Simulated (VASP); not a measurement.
A run of VASP 6.6.1 is set up as follows.

File INCAR:

```
SYSTEM = Be
PREC = Accurate
ENCUT = 600
EDIFF = 1E-6
ISMEAR = -1
SIGMA = 0.05
LREAL = .FALSE.
LASPH = .TRUE.
NELM = 80
ALGO = Normal
ISIF = 3
LWAVE = .FALSE.
LCHARG = .FALSE.
GGA = PS
IBRION = 2
NSW = 60
EDIFFG = -0.005
PSTRESS = 1400.0
```

Contents of KPOINTS:

```
Automatic mesh
0
G
  24 24 22
  0 0 0
```

POSCAR

```
Be
1.0
    1.8049582428      0.0000000000      0.0000000000
   -0.9024791214      1.5631396911      0.0000000000
    0.0000000000      0.0000000000      1.6966607483
Be
1
Direct
    0.0000000000      0.0000000000      0.0000000000
```

Potentials or basis: VASP PAW PBE potentials, release 64 (Be).

The run is started by

```console
$ cat potpaw_PBE.64/Be/POTCAR > POTCAR
$ mpirun -np 1 vasp_std > vasp.out
```

Q: What does it give for the band gap on the k mesh?

A: Zero (bands 1 and 2 overlap by 7.96 eV).

Q: What does it give for the relaxed cell?

A: a = 1.815 Å, b = 1.815 Å, c = 1.791 Å, α = 90.00°, β = 90.00°, γ = 120.00°.

Q: What does it give for the space group after relaxing (to 0.1 Å)?

A: P6/mmm (No. 191).

The path:
```
step  energy change (eV)  largest force (eV/Å)  pressure (GPa)  volume (Å³)
   1              0.0000                0.0000          167.07         4.79
   2             -0.5306                0.0000          118.50         5.37
   3             -0.3480                0.0000          134.93         5.14
   4             -0.3121                0.0000          143.09         5.10
   5             -0.3288                0.0000          139.89         5.11
   6             -0.3293                0.0000          139.77         5.11
   7             -0.3256                0.0000          140.11         5.11
   8             -0.3270                0.0000          139.99         5.11
```

Caveat: the cell is relaxed towards a set pressure, so the run minimises the enthalpy, not the energy; the PAW data sets were made with another functional, which shifts forces and pressure a little.
